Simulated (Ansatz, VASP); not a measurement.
Na2N: VASP beside Ansatz

Contents of INCAR:

```
SYSTEM = Na2N
ALGO = Normal
EDIFF = 1E-6
ENCUT = 520
GGA = PE
ISIF = 2
ISMEAR = 0
ISPIN = 2
LASPH = .TRUE.
LCHARG = .TRUE.
LELF = .TRUE.
LORBIT = 11
LREAL = .FALSE.
LVHAR = .TRUE.
LWAVE = .FALSE.
MAGMOM = 0 0 0 0 1 1
NBANDS = 32
NELM = 150
PREC = Accurate
SIGMA = 0.1
```

KPOINTS

```
k-points
0
G
  6 6 4
  0 0 0
```

File POSCAR:

```
Na2N
1.0
    4.6802372600      0.0000000000      0.0000000000
   -2.3401186300      4.0532043600      0.0000000000
    0.0000000000      0.0000000000      5.8108108100
Na N
4 2
Direct
    0.3333333300      0.6666666700      0.7500000000
    0.0000000000      0.0000000000      0.0000000000
    0.0000000000      0.0000000000      0.5000000000
    0.6666666700      0.3333333300      0.2500000000
    0.6666666700      0.3333333300      0.7500000000
    0.3333333300      0.6666666700      0.2500000000
```

Input for Ansatz:

```yaml
crystal:
  lattice:
    - [4.68023726, 0.0, 0.0]
    - [-2.34011863, 4.05320436, 0.0]
    - [0.0, 0.0, 5.81081081]
  atoms:
    - { symbol: Na, position: [0.33333333, 0.66666667, 0.75] }
    - { symbol: Na, position: [0.0, 0.0, 0.0] }
    - { symbol: Na, position: [0.0, 0.0, 0.5] }
    - { symbol: Na, position: [0.66666667, 0.33333333, 0.25] }
    - { symbol: "N", position: [0.66666667, 0.33333333, 0.75], spin: 1.0 }
    - { symbol: "N", position: [0.33333333, 0.66666667, 0.25], spin: 1.0 }
basis:
  ecutwfc: 420
kpoints:
  mp_grid: { grid: [6, 6, 4] }
hamiltonian:
  xc: pbe
scf:
  occupations: { method: gaussian, width: 0.1 }
  lower_state_search: "off"
output:
  forces: true
  stress: true
  eigenvalues: true
  populations: true
magnetization:
  spin_polarized: true
```

Change from the starting cell: species swapped into the Gd2In type (P6_3/mmc, No. 194).

Alike in both runs: task single point; functional PBE; k mesh 6 × 6 × 4; occupations gaussian, width 0.1 eV; collinear spin.

|  | VASP | Ansatz |
| --- | --- | --- |
| version | VASP 6.6.1 | Ansatz 0.2.0 |
| potentials or method | VASP PAW PBE potentials, release 64 (Na_pv, N), cutoff 520 eV | scalar-relativistic, plane waves, PAW |
| valence electrons in the cell | 38 | 46 |

```tsv
	VASP	Ansatz	Ansatz less VASP
gap on the k mesh at the Fermi level (eV)	none	none	-
pressure (GPa)	-5.2	-5.2	+0.02
traceless stress, the component that is largest in VASP (GPa)	3.36	3.36	0.000
net moment per atom (μB)	0.33	0.33	0.000
size of the moment on the site where the two differ most (μB)	0.71	0.99	+0.277
```

Site moments also hang on the region over which each program counts them. A gap of «none» marks a metal or a gap that the smearing closes. VASP's potentials hold 38 valence electrons a cell and Ansatz's 46, so a difference there can come from the potentials and not from the codes.
